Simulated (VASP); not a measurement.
# AgCl (Pm-3m) in VASP: a series of runs

The runs below take AgCl through single point, with PBEsol.

Program: VASP 6.6.1. These are calculated values, not measurements. Logs are shortened: lines on timing, memory, paths and dates and some standing lists are left out, and cuts for length are marked.

## Step 1: The cell of the first run

It takes space group Pm-3m (No. 221, cubic). The conventional cell has a = 3.301 Å, b = 3.301 Å, c = 3.301 Å, α = 90.00°, β = 90.00°, γ = 90.00°. Ag (site symmetry m-3m) has 8 Cl at 2.86 Å and 6 Ag at 3.30 Å within 3.8 Å. Cl (site symmetry m-3m) has 8 Ag at 2.86 Å and 6 Cl at 3.30 Å within 3.8 Å.

## Step 2: Single point, PBEsol

Contents of INCAR:

```
SYSTEM = AgCl
PREC = Accurate
ENCUT = 520
EDIFF = 1E-6
ISMEAR = 0
SIGMA = 0.05
LREAL = .FALSE.
LASPH = .TRUE.
NELM = 100
ALGO = Normal
ISIF = 2
LWAVE = .FALSE.
LCHARG = .FALSE.
GGA = PS
NBANDS = 16
```

Contents of KPOINTS:

```
Automatic mesh
0
G
  12 12 12
  0 0 0
```

Contents of POSCAR:

```
AgCl
1.0
    3.3012544970      0.0000000000      0.0000000000
    0.0000000000      3.3012544970      0.0000000000
    0.0000000000      0.0000000000      3.3012544970
Ag Cl
1 1
Direct
    0.0000000000      0.0000000000      0.0000000000
    0.5000000000      0.5000000000      0.5000000000
```

Potentials or basis: VASP PAW PBE potentials, release 64 (Ag, Cl).

Launch:

```console
$ cat potpaw_PBE.64/Ag/POTCAR potpaw_PBE.64/Cl/POTCAR > POTCAR
$ mpirun -np 1 vasp_std > vasp.out
```

OUTCAR:

```text
SYSTEM = AgCl
   PREC = Accurate
   ENCUT = 520
   EDIFF = 1E-6
   ISMEAR = 0
   LREAL = .FALSE.
   LASPH = .TRUE.
   NELM = 100
   ISIF = 2
   GGA = PS

 ion  position               nearest neighbor table
   1  0.000  0.000  0.000-   2 2.86   2 2.86   2 2.86   2 2.86   2 2.86   2 2.86   2 2.86   2 2.86

   2  0.500  0.500  0.500-   1 2.86   1 2.86   1 2.86   1 2.86   1 2.86   1 2.86   1 2.86   1 2.86

  LATTYP: Found a simple cubic cell.
 ALAT       =     3.3012544970

  Lattice vectors:

 A1 = (   3.3012544970,   0.0000000000,   0.0000000000)
 A2 = (   0.0000000000,   3.3012544970,   0.0000000000)
 A3 = (   0.0000000000,   0.0000000000,   3.3012544970)

Analysis of symmetry for initial positions (statically):
=====================================================================
 Subroutine PRICEL returns:
 Original cell was already a primitive cell.

 Routine SETGRP: Setting up the symmetry group for a
 simple cubic supercell.

 Subroutine GETGRP returns: Found 48 space group operations
 (whereof 48 operations were pure point group operations)
 out of a pool of 48 trial point group operations.

The static configuration has the point symmetry O_h .

Analysis of symmetry for dynamics (positions and initial velocities):
=====================================================================
 Subroutine PRICEL returns:
 Original cell was already a primitive cell.

 Routine SETGRP: Setting up the symmetry group for a
 simple cubic supercell.

 Subroutine GETGRP returns: Found 48 space group operations
 (whereof 48 operations were pure point group operations)
 out of a pool of 48 trial point group operations.

The dynamic configuration has the point symmetry O_h .

 Subroutine INISYM returns: Found 48 space group operations
 (whereof 48 operations are pure point group operations),
 and found     1 'primitive' translations

----------------------------------------------------------------------------------------

                                     Primitive cell

  volume of cell :      35.9780

  direct lattice vectors                    reciprocal lattice vectors
     3.301254497  0.000000000  0.000000000     0.302915150  0.000000000  0.000000000
     0.000000000  3.301254497  0.000000000     0.000000000  0.302915150  0.000000000
     0.000000000  0.000000000  3.301254497     0.000000000  0.000000000  0.302915150

  length of vectors
     3.301254497  3.301254497  3.301254497     0.302915150  0.302915150  0.302915150

  position of ions in fractional coordinates (direct lattice)
     0.000000000  0.000000000  0.000000000
     0.500000000  0.500000000  0.500000000

  ion indices of the primitive-cell ions
   primitive index   ion index
                 1           1
                 2           2

----------------------------------------------------------------------------------------

 KPOINTS: Automatic mesh

Automatic generation of k-mesh.
 Grid dimensions read from file:
 generate k-points for:   12   12   12

 Generating k-lattice:

  Cartesian coordinates                     Fractional coordinates (reciprocal lattice)
     0.025242929  0.000000000  0.000000000     0.083333333  0.000000000  0.000000000
     0.000000000  0.025242929  0.000000000     0.000000000  0.083333333  0.000000000
     0.000000000  0.000000000  0.025242929     0.000000000  0.000000000  0.083333333

  Length of vectors
     0.025242929  0.025242929  0.025242929

  Shift w.r.t. Gamma in fractional coordinates (k-lattice)
     0.000000000  0.000000000  0.000000000

 Subroutine IBZKPT returns following result:
 ===========================================

 Found     84 irreducible k-points:

 Following reciprocal coordinates:
            Coordinates               Weight
  0.000000  0.000000  0.000000      1.000000
  0.083333  0.000000  0.000000      6.000000
  0.166667  0.000000  0.000000      6.000000
  0.250000  0.000000  0.000000      6.000000
  0.333333  0.000000  0.000000      6.000000
  0.416667  0.000000  0.000000      6.000000
[... 16 lines left out ...]
  0.333333  0.333333  0.000000     12.000000
  0.416667  0.333333  0.000000     24.000000
 [... further k-points ...]
   k-points           NKPTS =     84   k-points in BZ     NKDIM =     84   number of bands    NBANDS=     16
   number of dos      NEDOS =    301   number of ions     NIONS =      2
   total plane-waves  NPLWV =  21952
   dimension x,y,z NGX =    28 NGY =   28 NGZ =   28
   dimension x,y,z NGXF=    56 NGYF=   56 NGZF=   56
   ions per type =               1   1
   NGX,Y,Z   is equivalent  to a cutoff of  14.10, 14.10, 14.10 a.u.
   NGXF,Y,Z  is equivalent  to a cutoff of  28.20, 28.20, 28.20 a.u.
 SYSTEM =  AgCl
   PREC   = accura    normal or accurate (medium, high low for compatibility)
   ISTART =      0    job   : 0-new  1-cont  2-samecut
   ICHARG =      2    charge: 1-file 2-atom 10-const
   ISPIN  =      1    spin polarized calculation?
   LNONCOLLINEAR =      F non collinear calculations
   LSORBIT =      F    spin-orbit coupling
   LASPH  =      T    aspherical Exc in radial PAW
   ENCUT  =  520.0 eV  38.22 Ry    6.18 a.u.   6.14  6.14  6.14*2*pi/ulx,y,z
   NELM   =    100;   NELMIN=  2; NELMDL= -5     # of ELM steps
   EDIFF  = 0.1E-05   stopping-criterion for ELM
   LREAL  =      F    real-space projection
   EDIFFG = 0.1E-04   stopping-criterion for IOM
   NSW    =      0    number of steps for IOM
   IBRION =     -1    ionic relax: 0-MD 1-quasi-New 2-CG
   NFREE  =      0    steps in history (QN), initial steepest desc. (CG)
   ISIF   =      2    stress and relaxation
   ISYM   =      2    0-nonsym 1-usesym 2-fastsym
   POTIM  = 0.5000    time-step for ionic-motion
   TEBEG  =    0.0;   TEEND  =   0.0 temperature during run
   PSTRESS=    0.0 pullay stress
   NELECT =      18.0000    total number of electrons
   NUPDOWN=      -1.0000    fix difference up-down
   EMIN   =  10.00;   EMAX   =-10.00  energy-range for DOS
   EFERMI =   0.00;   METHOD = LEGACY
   ISMEAR =     0;   SIGMA  =   0.05  broadening in eV -4-tet -1-fermi 0-gaus
   EFERMI_NEDOS =   21; number of points for ismear=-14 and -15
   IALGO  =     38    algorithm
   IMIX   =      4    mixing-type and parameters
     AMIX     =   0.40;   BMIX     =  1.00
     AMIX_MAG =   1.60;   BMIX_MAG =  1.00
  volume/ion in A,a.u.               =      17.99       121.40
[... 32 lines left out ...]
 Fermi energy:         5.6123319121

 k-point     1 :       0.0000    0.0000    0.0000
  band No.  band energies     occupation
      1     -10.0137      2.00000
      2       2.0374      2.00000
      3       2.0374      2.00000
      4       3.2640      2.00000
      5       3.2640      2.00000
      6       3.2640      2.00000
[... 8 lines left out ...]
     15      19.7786      0.00000
     16      22.0376      0.00000

 k-point     2 :       0.0833    0.0000    0.0000
  band No.  band energies     occupation
      1      -9.9752      2.00000
      2       1.9400      2.00000
      3       2.0508      2.00000
      4       2.9395      2.00000
      5       2.9395      2.00000
      6       3.1433      2.00000
[... 8 lines left out ...]
     15      19.4868      0.00000
     16      21.9960      0.00000

 k-point     3 :       0.1667    0.0000    0.0000
  band No.  band energies     occupation
      1      -9.8666      2.00000
      2       1.4273      2.00000
      3       2.0880      2.00000
      4       2.5906      2.00000
      5       2.5906      2.00000
      6       2.9549      2.00000
[... 8 lines left out ...]
     15      19.0717      0.00000
     16      21.8837      0.00000

 k-point     4 :       0.2500    0.0000    0.0000
  band No.  band energies     occupation
      1      -9.7098      2.00000
      2       0.6316      2.00000
      3       2.1395      2.00000
      4       2.3012      2.00000
      5       2.3012      2.00000
      6       3.1254      2.00000
[... 8 lines left out ...]
     15      19.4155      0.00000
     16      21.7334      0.00000

 k-point     5 :       0.3333    0.0000    0.0000
  band No.  band energies     occupation
      1      -9.5413      2.00000
      2      -0.0905      2.00000
      3       2.0849      2.00000
      4       2.0849      2.00000
      5       2.1921      2.00000
      6       3.3161      2.00000
[... 8 lines left out ...]
     15      20.7090      0.00000
     16      21.5864      0.00000

 k-point     6 :       0.4167    0.0000    0.0000
  band No.  band energies     occupation
      1      -9.4092      2.00000
      2      -0.5791      2.00000
      3       1.9512      2.00000
      4       1.9512      2.00000
      5       2.2312      2.00000
      6       3.3290      2.00000
[... 8 lines left out ...]
     15      21.4808      0.00000
     16      21.7616      0.00000

 k-point     7 :       0.5000    0.0000    0.0000
  band No.  band energies     occupation
      1      -9.3588      2.00000
      2      -0.7516      2.00000
      3       1.9059      2.00000
      4       1.9059      2.00000
      5       2.2456      2.00000
      6       3.3337      2.00000
[... 8 lines left out ...]
     15      21.4425      0.00000
     16      21.6236      0.00000

 k-point     8 :       0.0833    0.0833    0.0000
  band No.  band energies     occupation
      1      -9.9374      2.00000
      2       1.9472      2.00000
      3       1.9722      2.00000
      4       2.5909      2.00000
      5       2.8183      2.00000
      6       3.2381      2.00000
[... 8 lines left out ...]
     15      19.7851      0.00000
     16      21.5577      0.00000

 k-point     9 :       0.1667    0.0833    0.0000
  band No.  band energies     occupation
      1      -9.8309      2.00000
      2       1.4412      2.00000
      3       1.9916      2.00000
      4       2.4216      2.00000
      5       2.5649      2.00000
      6       3.1881      2.00000
[... 8 lines left out ...]
     15      19.5785      0.00000
     16      21.3264      0.00000
[... 172 lines left out ...]
 k-point    19 :       0.2500    0.2500    0.0000
  band No.  band energies     occupation
      1      -9.4554      2.00000
      2       0.6895      2.00000
      3       1.4259      2.00000
      4       2.3595      2.00000
      5       2.4711      2.00000
      6       3.0712      2.00000
[... 8 lines left out ...]
     15      20.0507      0.00000
     16      20.1676      0.00000

 k-point    20 :       0.3333    0.2500    0.0000
  band No.  band energies     occupation
      1      -9.3171      2.00000
      2       0.3559      2.00000
      3       1.4042      2.00000
      4       2.3371      2.00000
      5       2.4763      2.00000
      6       3.0555      2.00000
[... 8 lines left out ...]
     15      19.9295      0.00000
     16      20.8215      0.00000

 k-point    21 :       0.4167    0.2500    0.0000
  band No.  band energies     occupation
      1      -9.2101      2.00000
      2       0.0275      2.00000
      3       1.4568      2.00000
      4       2.2984      2.00000
      5       2.4546      2.00000
      6       3.0814      2.00000
[... 8 lines left out ...]
     15      20.0109      0.00000
     16      21.9237      0.00000

 k-point    22 :       0.5000    0.2500    0.0000
  band No.  band energies     occupation
      1      -9.1697      2.00000
      2      -0.0986      2.00000
      3       1.4782      2.00000
      4       2.2806      2.00000
      5       2.4457      2.00000
      6       3.0975      2.00000
[... 8 lines left out ...]
     15      20.0717      0.00000
     16      22.4451      0.00000

 k-point    23 :       0.3333    0.3333    0.0000
  band No.  band energies     occupation
      1      -9.1964      2.00000
      2       0.4900      2.00000
      3       1.1597      2.00000
      4       2.4584      2.00000
      5       2.5017      2.00000
      6       2.9752      2.00000
[... 8 lines left out ...]
     15      19.5777      0.00000
     16      21.1394      0.00000

 k-point    24 :       0.4167    0.3333    0.0000
  band No.  band energies     occupation
      1      -9.1038      2.00000
      2       0.4000      2.00000
      3       1.1675      2.00000
      4       2.4797      2.00000
      5       2.5189      2.00000
      6       2.9697      2.00000
[... 8 lines left out ...]
     15      19.5457      0.00000
     16      21.9121      0.00000

 [... further k-points ...]
[... 5 lines left out ...]
  --------------------------------------------------------------------------------------
  -------------------------------------------------------------------------------------
  Total        0.3926036      0.3926036      0.3926036     -0.0000000     -0.0000000     -0.0000000
  in kB       17.4834786     17.4834786     17.4834786     -0.0000000     -0.0000000     -0.0000000
  external PRESSURE =      17.4834786 kB  Pullay stress =       0.0000000 kB

 VOLUME and BASIS-vectors are now :
 -----------------------------------------------------------------------------
  energy-cutoff  :      520.00
  volume of cell :       35.98
      direct lattice vectors                 reciprocal lattice vectors
     3.301254497  0.000000000  0.000000000     0.302915150  0.000000000  0.000000000
     0.000000000  3.301254497  0.000000000     0.000000000  0.302915150  0.000000000
     0.000000000  0.000000000  3.301254497     0.000000000  0.000000000  0.302915150

 POSITION                                       TOTAL-FORCE (eV/Angst)
 -----------------------------------------------------------------------------------
      0.00000      0.00000      0.00000         0.000000      0.000000      0.000000
      1.65063      1.65063      1.65063         0.000000      0.000000      0.000000
 -----------------------------------------------------------------------------------
    total drift:                               -0.000000      0.000000      0.000000

  FREE ENERGIE OF THE ION-ELECTRON SYSTEM (eV)
  ---------------------------------------------------
  free  energy   TOTEN  =        -5.8155592238 eV

  energy  without entropy=       -5.8155592238  energy(sigma->0) =       -5.81555922
```

It took 32 s on 1 thread of Intel Xeon Platinum 8488C (Sapphire Rapids), shared host; peak memory 0.18 GiB.

Results:

```
Free energy            : -5.8156 eV
Pressure               : 1.7 GPa
Band gap on the k mesh : 0.47 eV, indirect (least direct gap 2.40 eV)
```

Caveat: the PAW data sets were made with another functional, which shifts forces and pressure a little.

## Step 3: Single point, PBEsol

This run uses another cell than the first one, of 18.98 Å³/atom, 1.055 times its volume.

Contents of INCAR:

```
ALGO = Normal
EDIFF = 1E-6
ENCUT = 520
GGA = PS
ISIF = 2
ISMEAR = 0
LASPH = T
LCHARG = F
LREAL = F
LWAVE = F
NBANDS = 16
NELM = 80
PREC = Accurate
SIGMA = 0.05
```

Contents of KPOINTS:

```
k-points
0
Gamma
  12 12 12
```

Contents of POSCAR:

```
AgCl
1.0
    3.3605002090      0.0000000000      0.0000000000
    0.0000000000      3.3605002090      0.0000000000
    0.0000000000      0.0000000000      3.3605002090
Ag Cl
1 1
Direct
    0.0000000000      0.0000000000      0.0000000000
    0.5000000000      0.5000000000      0.5000000000
```

Potentials or basis: VASP PAW PBE potentials, release 64 (Ag, Cl).

Launch:

```console
$ cat potpaw_PBE.64/Ag/POTCAR potpaw_PBE.64/Cl/POTCAR > POTCAR
$ mpirun -np 1 vasp_std > vasp.out
```

It took 22 s on 1 thread of Intel Xeon Platinum 8488C (Sapphire Rapids), shared host; peak memory 0.19 GiB.

Results (log left out):

```
Free energy            : -5.8159 eV
Pressure               : -1.7 GPa
Band gap on the k mesh : 0.43 eV, indirect (least direct gap 2.17 eV)
```

Levels at points of the mesh, in eV from the valence-band top:
| k point | band 5 | band 6 | band 7 | band 8 | band 9 | band 10 | band 11 | band 12 | band 13 | band 14 |
| --- | --- | --- | --- | --- | --- | --- | --- | --- | --- | --- |
| (0.00, 0.00, 0.00) | -1.95 | -1.95 | -1.74 | -1.74 | -1.74 | 0.43 | 9.22 | 9.22 | 13.99 | 13.99 |
| (0.50, 0.00, 0.00) | -2.87 | -1.89 | -1.54 | 0.00 | 0.00 | 4.74 | 5.73 | 9.03 | 9.87 | 9.87 |
| (0.50, 0.50, 0.00) | -2.29 | -2.29 | -2.28 | -1.60 | -1.02 | 2.62 | 9.04 | 9.04 | 10.53 | 13.77 |
| (0.50, 0.50, 0.50) | -1.58 | -1.58 | -0.18 | -0.18 | -0.18 | 4.40 | 4.40 | 4.40 | 6.94 | 17.89 |

Caveat: the PAW data sets were made with another functional, which shifts forces and pressure a little. As with any semilocal functional, this PBEsol gap is likely too small.

## Step 4: Single point, PBEsol

This run uses another cell than the first one, of 19.47 Å³/atom, 1.082 times its volume.

Contents of INCAR:

```
SYSTEM = AgCl
PREC = Accurate ; ENCUT = 520
EDIFF = 1E-6 ; ISMEAR = 0
SIGMA = 0.05 ; LREAL = .FALSE.
LASPH = .TRUE. ; NELM = 100
ALGO = Normal ; ISIF = 2
LWAVE = .FALSE. ; LCHARG = .FALSE.
GGA = PS ; NBANDS = 16
```

Contents of KPOINTS:

```
regular mesh
0
G
  12 12 12
  0 0 0
```

Contents of POSCAR:

```
AgCl
1.0
    3.3893554057      0.0000000000      0.0000000000
    0.0000000000      3.3893554057      0.0000000000
    0.0000000000      0.0000000000      3.3893554057
Ag Cl
1 1
Direct
    0.0000000000      0.0000000000      0.0000000000
    0.5000000000      0.5000000000      0.5000000000
```

Launch:

```console
$ cat potpaw_PBE.64/Ag/POTCAR potpaw_PBE.64/Cl/POTCAR > POTCAR
$ mpirun -np 1 vasp_std > vasp.out
```

Wall time 29 s (1 thread of Intel Xeon Platinum 8488C (Sapphire Rapids), shared host); peak memory 0.19 GiB.

The run converged. Its results:

```yaml
Free_energy: -5.8019 eV
Pressure: -3.0 GPa
Band_gap_on_the_k_mesh: 0.42 eV, indirect (least direct gap 2.07 eV)
```

Levels at points of the mesh, in eV from the valence-band top:
```tsv
k point	band 7	band 8	band 9	band 10	band 11	band 12
(0.00, 0.00, 0.00)	-1.65	-1.65	-1.65	0.42	9.25	9.25
(0.50, 0.00, 0.00)	-1.50	0.00	0.00	4.73	5.60	9.13
(0.50, 0.50, 0.00)	-2.21	-1.56	-0.97	2.64	8.93	8.93
(0.50, 0.50, 0.50)	-0.18	-0.18	-0.18	4.49	4.49	4.49
```

Caveat: the PAW data sets were made with another functional, which shifts forces and pressure a little. PBEsol gaps usually lie below the measured ones, often by a third to a half.

## Step 5: Single point, PBEsol

This run uses another cell than the first one, of 19.96 Å³/atom, 1.110 times its volume.

Contents of INCAR:

```
SYSTEM = AgCl
PREC = Accurate
ENCUT = 520
EDIFF = 1E-6
ISMEAR = 0
SIGMA = 0.05
LREAL = .False.
LASPH = .True.
NELM = 100
ALGO = Normal
ISIF = 2
LWAVE = .False.
LCHARG = .False.
GGA = PS
NBANDS = 16
```

Contents of KPOINTS:

```
Automatic mesh
0
Gamma
  12 12 12
  0 0 0
```

Contents of POSCAR:

```
AgCl
1.0
    3.4177274781      0.0000000000      0.0000000000
    0.0000000000      3.4177274781      0.0000000000
    0.0000000000      0.0000000000      3.4177274781
Ag Cl
1 1
Direct
    0.0000000000      0.0000000000      0.0000000000
    0.5000000000      0.5000000000      0.5000000000
```

Launch:

```console
$ cat potpaw_PBE.64/Ag/POTCAR potpaw_PBE.64/Cl/POTCAR > POTCAR
$ mpirun -np 1 vasp_std > vasp.out
```

Wall time 27 s (1 thread of Intel Xeon Platinum 8488C (Sapphire Rapids), shared host); peak memory 0.19 GiB.

The run converged. Its results:

```
Free energy            : -5.7803 eV
Pressure               : -4.1 GPa
Band gap on the k mesh : 0.41 eV, indirect (least direct gap 1.98 eV)
```

Levels at points of the mesh, in eV from the valence-band top:
| k point | band 6 | band 7 | band 8 | band 9 | band 10 | band 11 | band 12 | band 13 |
| --- | --- | --- | --- | --- | --- | --- | --- | --- |
| (0.00, 0.00, 0.00) | -1.83 | -1.57 | -1.57 | -1.57 | 0.41 | 9.28 | 9.28 | 13.60 |
| (0.50, 0.00, 0.00) | -1.78 | -1.45 | 0.00 | 0.00 | 4.72 | 5.48 | 9.22 | 9.89 |
| (0.50, 0.50, 0.00) | -2.13 | -2.13 | -1.52 | -0.91 | 2.66 | 8.83 | 8.83 | 10.48 |
| (0.50, 0.50, 0.50) | -1.50 | -0.18 | -0.18 | -0.18 | 4.57 | 4.57 | 4.57 | 6.69 |

Caveat: the PAW data sets were made with another functional, which shifts forces and pressure a little. A k mesh can miss the band edges.

## Step 6: The runs side by side

| cell | gap on the mesh (eV) | pressure (GPa) |
| --- | --- | --- |
| a = 3.301 Å, 2 atoms | 0.47 | 1.7 |
| a = 3.361 Å, 2 atoms | 0.43 | -1.7 |
| a = 3.389 Å, 2 atoms | 0.42 | -3.0 |
| a = 3.418 Å, 2 atoms | 0.41 | -4.1 |

Alike in all rows: task single point; level PBEsol; potentials or basis VASP PAW PBE potentials, release 64 (Ag, Cl); no spin polarisation; k mesh 12 × 12 × 12; cutoff (eV) 520; smearing gaussian 0.05 eV.

Caveats: the PAW data sets were made with another functional, which shifts forces and pressure a little.

Total energies depend on the potentials used, so only differences within one code and one set of settings carry meaning.
